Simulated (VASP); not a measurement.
# Tl (P6_3/mmc) in VASP: notebook

Runs on Tl. Level: PBEsol. Tasks: single point, relaxation of cell and atoms.

All numbers are computed with VASP 6.6.1; they aren't measurements. Logs are shortened: lines on timing, memory, paths and dates and some standing lists are left out, and cuts for length are marked.

## 1. The cell of the first run

Symmetry: P6_3/mmc, No. 194, hexagonal system. Conventional cell: a = 3.463 Å, b = 3.463 Å, c = 5.507 Å, α = 90.00°, β = 90.00°, γ = 120.00°. Within 4.5 Å of Tl (site symmetry -6m2) lie 12 Tl at 3.40 to 3.46 Å.

## 2. Single point, PBEsol

INCAR

```
SYSTEM = Tl
PREC = Accurate ; ENCUT = 500
EDIFF = 1E-6 ; ISMEAR = 0
SIGMA = 0.1 ; LREAL = .FALSE.
LASPH = .TRUE. ; NELM = 120
ALGO = Normal ; ISIF = 2
LWAVE = .FALSE. ; LCHARG = .FALSE.
GGA = PS ; NBANDS = 20
GGA_COMPAT = .FALSE.
```

KPOINTS

```
regular mesh
0
G
  18 18 10
  0 0 0
```

POSCAR

```
Tl
1.0
    3.4634350981      0.0000000000      0.0000000000
   -1.7317175491      2.9994227793      0.0000000000
    0.0000000000      0.0000000000      5.5074649885
Tl
2
Direct
    0.3333333333      0.6666666667      0.2500000000
    0.6666666667      0.3333333333      0.7500000000
```

Potentials or basis: VASP PAW PBE potentials, release 64 (Tl_d).

Command:

```
> cat potpaw_PBE.64/Tl_d/POTCAR > POTCAR
> mpirun -np 1 vasp_std > vasp.out
```

OUTCAR:

```text
SYSTEM = Tl
   PREC = Accurate
   ENCUT = 500
   EDIFF = 1E-6
   ISMEAR = 0
   LREAL = .FALSE.
   LASPH = .TRUE.
   NELM = 120
   ISIF = 2
   GGA = PS

 ion  position               nearest neighbor table
   1  0.333  0.667  0.250-   2 3.40   2 3.40   2 3.40   2 3.40   2 3.40   2 3.40
   2  0.667  0.333  0.750-   1 3.40   1 3.40   1 3.40   1 3.40   1 3.40   1 3.40

  LATTYP: Found a hexagonal cell.
 ALAT       =     3.4634350981
 C/A-ratio  =     1.5901741573

  Lattice vectors:

 A1 = (   3.4634350981,   0.0000000000,   0.0000000000)
 A2 = (  -1.7317175491,   2.9994227793,   0.0000000000)
 A3 = (   0.0000000000,   0.0000000000,   5.5074649885)

Analysis of symmetry for initial positions (statically):
=====================================================================
 Subroutine PRICEL returns:
 Original cell was already a primitive cell.

 Routine SETGRP: Setting up the symmetry group for a
 hexagonal supercell.

 Subroutine GETGRP returns: Found 24 space group operations
 (whereof 12 operations were pure point group operations)
 out of a pool of 24 trial point group operations.

The static configuration has the point symmetry D_3d.
 The point group associated with its full space group is D_6h.

Analysis of symmetry for dynamics (positions and initial velocities):
=====================================================================
 Subroutine PRICEL returns:
 Original cell was already a primitive cell.

 Routine SETGRP: Setting up the symmetry group for a
 hexagonal supercell.

 Subroutine GETGRP returns: Found 24 space group operations
 (whereof 12 operations were pure point group operations)
 out of a pool of 24 trial point group operations.

The dynamic configuration has the point symmetry D_3d.
 The point group associated with its full space group is D_6h.

 Subroutine INISYM returns: Found 24 space group operations
 (whereof 12 operations are pure point group operations),
 and found     1 'primitive' translations

----------------------------------------------------------------------------------------

                                     Primitive cell

  volume of cell :      57.2132

  direct lattice vectors                    reciprocal lattice vectors
     3.463435098  0.000000000  0.000000000     0.288730688  0.166698741  0.000000000
    -1.731717549  2.999422779  0.000000000     0.000000000  0.333397481  0.000000000
     0.000000000  0.000000000  5.507464988     0.000000000  0.000000000  0.181571740

  length of vectors
     3.463435098  3.463435098  5.507464988     0.333397481  0.333397481  0.181571740

  position of ions in fractional coordinates (direct lattice)
     0.333333333  0.666666667  0.250000000
     0.666666667  0.333333333  0.750000000

  ion indices of the primitive-cell ions
   primitive index   ion index
                 1           1
                 2           2

----------------------------------------------------------------------------------------

 KPOINTS: regular mesh

Automatic generation of k-mesh.
 Grid dimensions read from file:
 generate k-points for:   18   18   10

 Generating k-lattice:

  Cartesian coordinates                     Fractional coordinates (reciprocal lattice)
     0.016040594  0.009261041  0.000000000     0.055555556  0.000000000  0.000000000
     0.000000000  0.018522082  0.000000000     0.000000000  0.055555556  0.000000000
     0.000000000  0.000000000  0.018157174     0.000000000  0.000000000  0.100000000

  Length of vectors
     0.018522082  0.018522082  0.018157174

  Shift w.r.t. Gamma in fractional coordinates (k-lattice)
     0.000000000  0.000000000  0.000000000

 Subroutine IBZKPT returns following result:
 ===========================================

 Found    222 irreducible k-points:

 Following reciprocal coordinates:
            Coordinates               Weight
  0.000000  0.000000  0.000000      1.000000
  0.055556  0.000000  0.000000      6.000000
  0.111111  0.000000  0.000000      6.000000
  0.166667  0.000000  0.000000      6.000000
  0.222222 -0.000000  0.000000      6.000000
  0.277778  0.000000  0.000000      6.000000
[... 16 lines left out ...]
  0.333333  0.111111  0.000000     12.000000
  0.388889  0.111111  0.000000     12.000000
 [... further k-points ...]
   k-points           NKPTS =    222   k-points in BZ     NKDIM =    222   number of bands    NBANDS=     20
   number of dos      NEDOS =    301   number of ions     NIONS =      2
   total plane-waves  NPLWV =  31360
   dimension x,y,z NGX =    28 NGY =   28 NGZ =   40
   dimension x,y,z NGXF=    56 NGYF=   56 NGZF=   80
   ions per type =               2
   NGX,Y,Z   is equivalent  to a cutoff of  13.44, 13.44, 12.07 a.u.
   NGXF,Y,Z  is equivalent  to a cutoff of  26.88, 26.88, 24.15 a.u.
 SYSTEM =  Tl
   PREC   = accura    normal or accurate (medium, high low for compatibility)
   ISTART =      0    job   : 0-new  1-cont  2-samecut
   ICHARG =      2    charge: 1-file 2-atom 10-const
   ISPIN  =      1    spin polarized calculation?
   LNONCOLLINEAR =      F non collinear calculations
   LSORBIT =      F    spin-orbit coupling
   LASPH  =      T    aspherical Exc in radial PAW
   ENCUT  =  500.0 eV  36.75 Ry    6.06 a.u.   6.31  6.31 10.04*2*pi/ulx,y,z
   NELM   =    120;   NELMIN=  2; NELMDL= -5     # of ELM steps
   EDIFF  = 0.1E-05   stopping-criterion for ELM
   LREAL  =      F    real-space projection
   EDIFFG = 0.1E-04   stopping-criterion for IOM
   NSW    =      0    number of steps for IOM
   IBRION =     -1    ionic relax: 0-MD 1-quasi-New 2-CG
   NFREE  =      0    steps in history (QN), initial steepest desc. (CG)
   ISIF   =      2    stress and relaxation
   ISYM   =      2    0-nonsym 1-usesym 2-fastsym
   POTIM  = 0.5000    time-step for ionic-motion
   TEBEG  =    0.0;   TEEND  =   0.0 temperature during run
   PSTRESS=    0.0 pullay stress
   NELECT =      26.0000    total number of electrons
   NUPDOWN=      -1.0000    fix difference up-down
   EMIN   =  10.00;   EMAX   =-10.00  energy-range for DOS
   EFERMI =   0.00;   METHOD = LEGACY
   ISMEAR =     0;   SIGMA  =   0.10  broadening in eV -4-tet -1-fermi 0-gaus
   EFERMI_NEDOS =   21; number of points for ismear=-14 and -15
   IALGO  =     38    algorithm
   IMIX   =      4    mixing-type and parameters
     AMIX     =   0.40;   BMIX     =  1.00
     AMIX_MAG =   1.60;   BMIX_MAG =  1.00
  volume/ion in A,a.u.               =      28.61       193.05
  Fermi-wavevector in a.u.,A,eV,Ry     =   1.258637  2.378479 21.553898  1.584167
  Thomas-Fermi vector in A             =   2.392237
   LORBIT       =      0    0 simple, 1 ext, 2 COOP (PROOUT), +10 PAW based schemes
   GGA     = PS    functional components
   LHFCALC =     F    Hartree Fock is set to
   AEXX    =    0.0000 exact exchange contribution
   IVDW    =     0    specifies the selected vdW correction
   LEPSILON=     F    determine dielectric tensor
   LRPA    =     F    only Hartree local field effects (RPA)
 non-spin polarized calculation
 Gauss-broadening in eV      SIGMA  =   0.10
  energy-cutoff  :      500.00
  volume of cell :       57.21
 maximum number of plane-waves:      1472
 NGX is ok and might be reduce to    28

 number of electron      25.9999993 magnetization

 Free energy of the ion-electron system (eV)
  ---------------------------------------------------
  ext. energy  EPLUGINS =         0.00000000
  ---------------------------------------------------
  free energy    TOTEN  =        -5.26514689 eV

  energy without entropy =       -5.26058493  energy(sigma->0) =       -5.26286591

 E-fermi :   6.3774     XC(G=0): -10.3642

 val. band max:        6.3735695547   @ k =   0.3333   0.0556   0.0000
 cond. band min:       6.3786080881   @ k =   0.2222   0.1111   0.2000
 fundamental gap:      0.0050385333
 Fermi energy:         6.3773762803

 k-point     1 :       0.0000    0.0000    0.0000
  band No.  band energies     occupation
      1      -5.3640      2.00000
      2      -5.1228      2.00000
      3      -5.1116      2.00000
      4      -5.1116      2.00000
      5      -5.0565      2.00000
      6      -5.0565      2.00000
[... 12 lines left out ...]
     19      17.1279      0.00000
     20      17.4169      0.00000

 k-point     2 :       0.0556    0.0000    0.0000
  band No.  band energies     occupation
      1      -5.3529      2.00000
      2      -5.1455      2.00000
      3      -5.0983      2.00000
      4      -5.0865      2.00000
      5      -5.0574      2.00000
      6      -5.0442      2.00000
[... 12 lines left out ...]
     19      17.3928      0.00000
     20      17.5230      0.00000

 k-point     3 :       0.1111    0.0000    0.0000
  band No.  band energies     occupation
      1      -5.3277      2.00000
      2      -5.1690      2.00000
      3      -5.0667      2.00000
      4      -5.0599      2.00000
      5      -5.0445      2.00000
      6      -5.0286      2.00000
[... 12 lines left out ...]
     19      17.0789      0.00000
     20      18.1037      0.00000

 k-point     4 :       0.1667    0.0000    0.0000
  band No.  band energies     occupation
      1      -5.3167      2.00000
      2      -5.1726      2.00000
      3      -5.0741      2.00000
      4      -5.0666      2.00000
      5      -5.0473      2.00000
      6      -5.0005      2.00000
[... 12 lines left out ...]
     19      16.7088      0.00000
     20      18.2247      0.00000

 k-point     5 :       0.2222   -0.0000    0.0000
  band No.  band energies     occupation
      1      -5.3402      2.00000
      2      -5.1627      2.00000
      3      -5.1181      2.00000
      4      -5.0764      2.00000
      5      -5.0671      2.00000
      6      -4.9364      2.00000
[... 12 lines left out ...]
     19      16.2855      0.00000
     20      17.6199      0.00000
[... 353 lines left out ...]
      6      -4.8974      2.00000
[... 12 lines left out ...]
     19      15.9831      0.00000
     20      16.5759      0.00000

 k-point    22 :       0.2778    0.1111    0.0000
  band No.  band energies     occupation
      1      -5.3655      2.00000
      2      -5.2551      2.00000
      3      -5.1856      2.00000
      4      -5.1297      2.00000
      5      -4.9925      2.00000
      6      -4.8935      2.00000
[... 12 lines left out ...]
     19      15.5793      0.00000
     20      16.3447      0.00000

 k-point    23 :       0.3333    0.1111    0.0000
  band No.  band energies     occupation
      1      -5.3974      2.00000
      2      -5.3032      2.00000
      3      -5.1929      2.00000
      4      -5.1420      2.00000
      5      -4.9570      2.00000
      6      -4.9222      2.00000
[... 12 lines left out ...]
     19      15.2990      0.00000
     20      16.1720      0.00000

 k-point    24 :       0.3889    0.1111    0.0000
  band No.  band energies     occupation
      1      -5.4181      2.00000
      2      -5.3345      2.00000
      3      -5.2015      2.00000
      4      -5.1491      2.00000
      5      -4.9408      2.00000
      6      -4.9309      2.00000
[... 12 lines left out ...]
     19      15.1327      0.00000
     20      16.0669      0.00000

 [... further k-points ...]

------------------------ aborting loop because EDIFF is reached ----------------------------------------

  FORCE on cell =-STRESS in cart. coord.  units (eV):
  Direction    XX          YY          ZZ          XY          YZ          ZX
  --------------------------------------------------------------------------------------
  -------------------------------------------------------------------------------------
  Total       -0.0194015     -0.0194015     -0.0225103      0.0000000      0.0000000      0.0000000
  in kB       -0.5433108     -0.5433108     -0.6303704      0.0000000      0.0000000      0.0000000
  external PRESSURE =      -0.5723307 kB  Pullay stress =       0.0000000 kB

 VOLUME and BASIS-vectors are now :
 -----------------------------------------------------------------------------
  energy-cutoff  :      500.00
  volume of cell :       57.21
      direct lattice vectors                 reciprocal lattice vectors
     3.463435098  0.000000000  0.000000000     0.288730688  0.166698741  0.000000000
    -1.731717549  2.999422779  0.000000000     0.000000000  0.333397481  0.000000000
     0.000000000  0.000000000  5.507464988     0.000000000  0.000000000  0.181571740

 POSITION                                       TOTAL-FORCE (eV/Angst)
 -----------------------------------------------------------------------------------
     -0.00000      1.99962      1.37687        -0.000000      0.000000      0.000000
      1.73172      0.99981      4.13060         0.000000     -0.000000      0.000000
 -----------------------------------------------------------------------------------
    total drift:                                0.000000     -0.000000      0.000000

  FREE ENERGIE OF THE ION-ELECTRON SYSTEM (eV)
  ---------------------------------------------------
  free  energy   TOTEN  =        -5.2651468932 eV

  energy  without entropy=       -5.2605849277  energy(sigma->0) =       -5.26286591
```

Wall time 87 s (1 thread of Oxide Virtual Turin-like, shared host); peak memory 0.29 GiB.

What came out:

```
Free energy            : -5.2651 eV
Pressure               : -0.1 GPa
Band gap on the k mesh : zero (bands 13 and 14 overlap by 5.85 eV)
```

Levels at points of the mesh, in eV from the Fermi level:
```
           k point  band 10  band 11  band 12  band 13  band 14  band 15  band 16  band 17
(0.00, 0.00, 0.00)   -11.03   -10.06    -5.06    -2.85     7.90     7.90    10.00    10.00
(0.50, 0.00, 0.00)   -10.97    -5.81    -4.72    -0.69     0.53     1.33     3.79     3.81
(0.00, 0.00, 0.50)   -11.14    -8.61    -8.61     3.42     3.42     8.89     8.89     8.89
(0.50, 0.00, 0.50)   -11.00    -4.74    -4.74    -2.30    -2.30     5.51     5.51     6.17
```

Caveat: the PAW data sets were made with another functional, which shifts forces and pressure a little; spin-orbit coupling is left out, which moves the levels of the heavy elements.

## 3. Single point, PBEsol

This run uses another cell than the first one: it holds 4 atoms, not 2.

INCAR

```
PREC = Accurate
ENCUT = 500
EDIFF = 1E-6
ISMEAR = 0
SIGMA = 0.1
LREAL = F
LASPH = T
NELM = 120
ALGO = Normal
ISIF = 2
LWAVE = F
LCHARG = T
GGA = PS
LELF = T
LVHAR = T
NBANDS = 34
GGA_COMPAT = F
```

KPOINTS

```
Automatic mesh
0
Gamma
  15 15 4
```

POSCAR

```
Tl
1.0
    3.4163363409      0.0000000000      0.0000000000
   -1.7081681704      2.9586340591      0.0000000000
    0.0000000000      0.0000000000     11.2364284126
Tl
4
Direct
    0.0000000000      0.0000000000      0.0000000000
    0.3333333333      0.6666666667      0.2500000000
    0.0000000000      0.0000000000      0.5000000000
    0.6666666667      0.3333333333      0.7500000000
```

Potentials or basis: VASP PAW PBE potentials, release 64 (Tl_d).

Command:

```
> cat potpaw_PBE.64/Tl_d/POTCAR > POTCAR
> mpirun -np 1 vasp_std > vasp.out
```

Wall time 2.6 min (1 thread of Oxide Virtual Turin-like, shared host); peak memory 0.34 GiB.

The run converged. Its results:

| Property | Result |
| --- | --- |
| Free energy | -10.4782 eV |
| Pressure | -0.1 GPa |
| Band gap on the k mesh | zero (bands 26 and 27 overlap by 4.31 eV) |

Levels at points of the mesh, in eV from the Fermi level:
| k point | band 23 | band 24 | band 25 | band 26 | band 27 | band 28 | band 29 | band 30 |
| --- | --- | --- | --- | --- | --- | --- | --- | --- |
| (0.00, 0.00, 0.00) | -8.67 | -5.35 | -2.96 | 2.99 | 3.00 | 8.39 | 8.39 | 9.33 |
| (0.00, 0.00, 0.50) | -6.95 | -6.95 | -0.70 | -0.70 | 7.17 | 7.17 | 8.66 | 8.66 |

Caveat: the PAW data sets were made with another functional, which shifts forces and pressure a little; spin-orbit coupling is left out, which moves the levels of the heavy elements.

## 4. Relaxation of cell and atoms, PBEsol

INCAR

```
PREC = Accurate
ENCUT = 500
EDIFF = 1E-7
ISMEAR = 0
SIGMA = 0.1
LREAL = F
LASPH = T
NELM = 120
ALGO = Normal
ISIF = 3
LWAVE = F
LCHARG = F
GGA = PS
IBRION = 2
NSW = 100
EDIFFG = -0.01
GGA_COMPAT = F
NELMIN = 4
```

KPOINTS

```
regular mesh
0
Gamma
  18 18 10
```

POSCAR

```
Tl
1.0
    3.4559983565      0.0000000000      0.0000000000
   -1.7279991783      2.9929823722      0.0000000000
    0.0000000000      0.0000000000      5.5250000000
Tl
2
Direct
    0.3333333333      0.6666666667      0.2500000000
    0.6666666667      0.3333333333      0.7500000000
```

Command:

```
> cat potpaw_PBE.64/Tl_d/POTCAR > POTCAR
> mpirun -np 1 vasp_std > vasp.out
```

It took 4.8 min on 1 thread of Oxide Virtual Turin-like, shared host; peak memory 0.28 GiB.

It converged, with:

```yaml
Free_energy: -5.2651 eV
Relaxed_volume: 28.57 Å³/atom
Relaxed_cell: a = 3.462 Å, b = 3.462 Å, c = 5.505 Å, α = 90.00°, β = 90.00°, γ = 120.00°
Space_group_after_relaxing_to_0.1_Å: P6_3/mmc (No. 194)
Energy_gained_by_relaxing: 0.1 meV/atom
Ionic_steps: 5
Pressure_after_relaxing: 0.0 GPa
Band_gap_on_the_k_mesh: zero (bands 13 and 14 overlap by 5.86 eV)
```

Step by step:
```csv
step,energy change (eV),largest force (eV/Å),pressure (GPa),volume (Å³)
1,0.0000,0.0000,-0.03,57.15
2,-0.0001,0.0000,0.01,57.10
3,-0.0001,0.0000,0.05,57.06
4,-0.0001,0.0000,0.05,57.05
5,-0.0001,0.0000,0.00,57.13
```

Final structure:
```xyz
2
Lattice="3.4617 0.0000 0.0000 -1.7309 2.9980 0.0000 0.0000 0.0000 5.5052" Properties=species:S:1:pos:R:3 pbc="T T T"
Tl    0.0000    1.9986    1.3763
Tl    1.7309    0.9993    4.1289
```

Levels at points of the mesh, in eV from the Fermi level:
```tsv
k point	band 10	band 11	band 12	band 13	band 14	band 15	band 16	band 17
(0.00, 0.00, 0.00)	-11.03	-10.07	-5.06	-2.85	7.91	7.91	10.01	10.01
(0.50, 0.00, 0.00)	-10.98	-5.81	-4.72	-0.68	0.53	1.33	3.80	3.82
(0.00, 0.00, 0.50)	-11.14	-8.62	-8.62	3.42	3.42	8.90	8.90	8.90
(0.50, 0.00, 0.50)	-11.00	-4.74	-4.74	-2.30	-2.30	5.52	5.52	6.18
```

Caveat: the PAW data sets were made with another functional, which shifts forces and pressure a little; spin-orbit coupling is left out, which moves the levels of the heavy elements.

## 5. Summary

| task | cell | k mesh | gap on the mesh (eV) | pressure (GPa) |
| --- | --- | --- | --- | --- |
| single point | a = 3.463, b = 3.463, c = 5.507 Å, angles 90.0, 90.0, 120.0°, 2 atoms, atomic positions A | 18 × 18 × 10 | none | -0.1 |
| single point | a = 3.416, b = 3.416, c = 11.236 Å, angles 90.0, 90.0, 120.0°, 4 atoms, atomic positions B | 15 × 15 × 4 | none | -0.1 |
| relaxation of cell and atoms | relaxed from a = 3.456, b = 3.456, c = 5.525 Å, angles 90.0, 90.0, 120.0°, 2 atoms, atomic positions A | 18 × 18 × 10 | none | 0.0 |

Alike in all rows: level PBEsol; potentials or basis VASP PAW PBE potentials, release 64 (Tl_d); no spin polarisation; cutoff (eV) 500; smearing gaussian 0.1 eV.

Caveats: the PAW data sets were made with another functional, which shifts forces and pressure a little; spin-orbit coupling is left out, which moves the levels of the heavy elements.

Absolute energies hang on the potentials; compare differences alone.
